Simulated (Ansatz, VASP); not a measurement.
**Ti2Al6H in VASP and in Ansatz**

INCAR

```
ALGO     = Normal         # electronic algorithm
DIPOL    = 0.5 0.5 0.309
EDIFF    = 1E-6           # SCF threshold, eV
ENCUT    = 520            # plane-wave cutoff, eV
GGA      = PE             # functional
IDIPOL   = 3            
ISIF     = 2              # what is computed and relaxed
ISMEAR   = 0              # smearing method
IVDW     = 12             # dispersion correction
LASPH    = True           # aspherical terms in the spheres
LCHARG   = False          # write CHGCAR
LDIPOL   = True         
LREAL    = False          # projectors in reciprocal space
LWAVE    = False          # write WAVECAR
NBANDS   = 32             # bands
NELM     = 60             # most SCF steps
PREC     = Accurate       # precision mode
SIGMA    = 0.1            # smearing width, eV
```

KPOINTS

```
k-points
0
Gamma
  6 6 1
```

File POSCAR:

```
Ti2Al6H
1.0
    5.0241861190      0.0000000000      0.0000000000
    2.1588814530      4.5367033218      0.0000000000
    0.0000000000      0.0000000000     21.2187109014
Al Ti H
6 2 1
Direct
    0.5000000000      0.0000000000      0.1885128658
    0.0000000000      0.5000000000      0.1885128658
    0.0000000000      0.0000000000      0.2517328341
    0.0000000000      0.5000000000      0.3193548961
    0.5000000000      0.0000000000      0.3193548961
    0.5000000000      0.5000000000      0.3826203646
    0.5000000000      0.5000000000      0.2517328341
    0.0000000000      0.0000000000      0.3797002555
    0.5000000000      0.8333333333      0.5004409057
```

Input for Ansatz:

```yaml
crystal:
  lattice:
    - [5.024186119, 0.0, 0.0]
    - [2.158881453, 4.5367033218, 0.0]
    - [0.0, 0.0, 21.2187109014]
  atoms:
    - { symbol: Al, position: [0.5, 0.0, 0.1885128658] }
    - { symbol: Al, position: [0.0, 0.5, 0.1885128658] }
    - { symbol: Ti, position: [0.5, 0.5, 0.2517328341] }
    - { symbol: Al, position: [0.0, 0.0, 0.2517328341] }
    - { symbol: Al, position: [0.0, 0.5, 0.3193548961] }
    - { symbol: Al, position: [0.5, 0.0, 0.3193548961] }
    - { symbol: Ti, position: [0.0, 0.0, 0.3797002555] }
    - { symbol: Al, position: [0.5, 0.5, 0.3826203646] }
    - { symbol: H, position: [0.5, 0.8333333333, 0.5004409057] }
basis:
  ecutwfc: 420
kpoints:
  mp_grid: { grid: [6, 6, 1] }
hamiltonian:
  xc: pbe
  pseudopotentials: { kind: paw, azcp: { folder: soft_1 } }
  dispersion: d3bj
scf:
  occupations: { method: gaussian, width: 0.1 }
output:
  forces: true
  eigenvalues: true
efield:
  axis: 3
  dipole_correction: true
  ramp_width: 0.04
```

Alike in both runs: task single point; functional PBE; dispersion D3(BJ); k mesh 6 × 6 × 1; occupations gaussian, width 0.1 eV; no spin polarisation.

```csv
,VASP,Ansatz
version,VASP 6.6.1,Ansatz 0.2.0
potentials or method,"VASP PAW PBE potentials, release 64 (Al, Ti_sv, H), cutoff 520 eV","scalar-relativistic, plane waves, PAW"
valence electrons in the cell,43,43
```

|  | VASP | Ansatz | Ansatz less VASP |
| --- | --- | --- | --- |
| gap on the k mesh at the Fermi level (eV) | none | none | - |
| rms of the force components (eV/Å) | 0.358 | 0.358 | -0.0001 |

A gap of «none» marks a metal or a gap that the smearing closes.
